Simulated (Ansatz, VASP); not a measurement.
**Al2B2N: VASP beside Ansatz**

```xyz
5
Lattice="2.9805 0.0000 0.0000 -1.4903 2.5812 0.0000 0.0000 0.0000 5.9055" Properties=species:S:1:pos:R:3 pbc="T T T"
Al    0.0000    1.7208    4.7502
Al    1.4903    0.8604    1.1553
B     0.0000    1.7208    2.7294
B     1.4903    0.8604    3.1760
N     0.0000    0.0000    0.0000
```

Change from the starting cell: species swapped into the MgZn2Sb2 type (P-3m1, No. 164).

Alike in both runs: task single point; functional PBE; k mesh 6 × 6 × 4; occupations gaussian, width 0.1 eV; collinear spin.

```csv
,VASP,Ansatz
version,VASP 6.6.1,Ansatz 0.2.0
potentials or method,"VASP PAW PBE potentials, release 64 (Al, B, N), cutoff 600 eV","scalar-relativistic, plane waves, PAW"
valence electrons in the cell,17,17
```

|  | VASP | Ansatz | Ansatz less VASP |
| --- | --- | --- | --- |
| gap on the k mesh at the Fermi level (eV) | none | none | - |
| pressure (GPa) | -0.4 | -0.2 | +0.21 |
| traceless stress, the component that is largest in VASP (GPa) | 0.28 | 0.34 | +0.057 |
| rms of the force components (eV/Å) | 0.009 | 0.007 | -0.0017 |
| net moment per atom (μB) | 0.00 | 0.00 | 0.000 |

Atom by atom the forces differ by 0.002 eV/Å (rms over components). A gap of «none» marks a metal or a gap that the smearing closes. Ansatz's warnings: seeded moment not kept.

The k mesh is coarse, so the values compare programs but aren't converged.
